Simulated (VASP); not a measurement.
Si4Ge:

```
Si Ge
1.0
    -2.67161    2.67161    2.67161
     2.67161   -2.67161    2.67161
     2.67161    2.67161   -2.67161
Si Ge
4 1
Direct
  0.50000 0.50000 0.50000
  0.50000 0.00000 0.00000
  0.00000 0.00000 0.50000
  0.00000 0.50000 0.00000
  0.00000 0.00000 0.00000
```

The cell was generated, and may not be a known phase.

- Program: VASP 6.6.1
- Task: relaxation of cell and atoms
- Functional: PBE
- Potentials or basis: VASP PAW PBE potentials, release 64 (Si, Ge_d)
- Cutoff: 500 eV
- k mesh: 4 × 4 × 4
- Occupations: gaussian, width 0.2 eV
- Spin: no spin polarisation

At the start: pressure 23.2 GPa; volume 15.25 Å³/atom.

Problem. How do energy, volume and symmetry change on relaxing?

Solution. Over 3 steps the energy falls by 212.9 meV/atom and the volume is 18.87 Å³/atom (+23.7 %); space group Im-3m (No. 229, to 0.1 Å) before and after.

The path:
```tsv
step	energy change (eV)	largest force (eV/Å)	pressure (GPa)	volume (Å³)
1	0.0000	0.0000	23.24	76.27
2	-0.9430	0.0000	-4.18	103.40
3	-1.0644	0.0000	0.12	94.35
```

Final structure:
```
Si Ge
1.0
    -2.86785    2.86785    2.86785
     2.86785   -2.86785    2.86785
     2.86785    2.86785   -2.86785
Si Ge
4 1
Cartesian
  1.4339 1.4339 1.4339
  -1.4339 1.4339 1.4339
  1.4339 1.4339 -1.4339
  1.4339 -1.4339 1.4339
  0.0000 0.0000 0.0000
```

Caveat: the k points lie up to 0.39 Å⁻¹ apart in the final cell, too coarse for converged energies and pressures of a metal; the volume moved by over 15 % at a fixed basis, so the end points are rough.
